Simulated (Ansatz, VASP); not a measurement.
Given: the input of a run of VASP 6.6.1 on Yb.

The input INCAR:

```
SYSTEM = Yb
PREC     = Accurate       ! precision mode
ENCUT    = 520            ! plane-wave cutoff, eV
EDIFF    = 1E-7           ! SCF threshold, eV
ISMEAR   = -1             ! smearing method
SIGMA    = 0.05           ! smearing width, eV
LREAL    = .False.        ! projectors in reciprocal space
LASPH    = .True.         ! aspherical terms in the spheres
NELM     = 150            ! most SCF steps
ALGO     = Normal         ! electronic algorithm
ISIF     = 2              ! what is computed and relaxed
LWAVE    = .False.        ! write WAVECAR
LCHARG   = .True.         ! write CHGCAR
ISPIN    = 2              ! spin polarisation
MAGMOM   = 1              ! initial moments
LORBIT   = 11             ! projections on sites
LMAXMIX  = 6              ! l up to which the mixer works
GGA      = PE             ! functional
LELF     = .True.         ! ELF
LVHAR    = .True.       
NBANDS   = 22             ! bands
```

The input KPOINTS:

```
Automatic mesh
0
Gamma
  9 9 9
  0 0 0
```

Contents of POSCAR:

```
Yb
1.0
   -2.1657316470      2.1657316470      2.1657316470
    2.1657316470     -2.1657316470      2.1657316470
    2.1657316470      2.1657316470     -2.1657316470
Yb
1
Direct
    0.0000000000      0.0000000000      0.0000000000
```

Potentials or basis: VASP PAW PBE potentials, release 64 (Yb).

Run with:

```console
$ cat potpaw_PBE.64/Yb/POTCAR > POTCAR
$ mpirun -np 1 vasp_std > vasp.out
```

Translate it to Ansatz 0.2.0. Potentials there: all-electron LAPW, scalar-relativistic.

As run (the cutoff follows the program's own potentials):

File input.yaml:

```yaml
crystal:
  lattice:
    - [-2.165731647, 2.165731647, 2.165731647]
    - [2.165731647, -2.165731647, 2.165731647]
    - [2.165731647, 2.165731647, -2.165731647]
  atoms:
    - { symbol: Yb, position: [0.0, 0.0, 0.0], spin: 1.0 }
kpoints:
  mp_grid: { grid: [9, 9, 9] }
scf:
  occupations: { method: fermi_dirac, width: 0.05 }
hamiltonian:
  xc: pbe
  pseudopotentials: { kind: all_electron, lapw: { basis_error: 0.0005 } }
magnetization:
  spin_polarized: true
output:
  forces: true
  stress: true
  eigenvalues: true
```

Potentials or basis: all-electron LAPW, scalar-relativistic.

The run is started by

```sh
$ ansatz run input.yaml --threads 2 --pin off --max-ram 5120MiB --backend cpu --events-out ev --progress --plain --runs-dir out
```

Both were run:

|  | VASP | Ansatz | Ansatz less VASP |
| --- | --- | --- | --- |
| gap on the k mesh at the Fermi level (eV) | none | none | - |
| pressure (GPa) | -2.8 | -2.4 | +0.42 |
| net moment per atom (μB) | 0.00 | 0.00 | 0.000 |

A gap of «none» marks a metal or a gap that the smearing closes. Ansatz ran all-electron here, and VASP with PAW potentials.

Neither program's run includes spin-orbit coupling. Noted on Ansatz's run: the open f shell may have settled in a state that isn't the lowest.
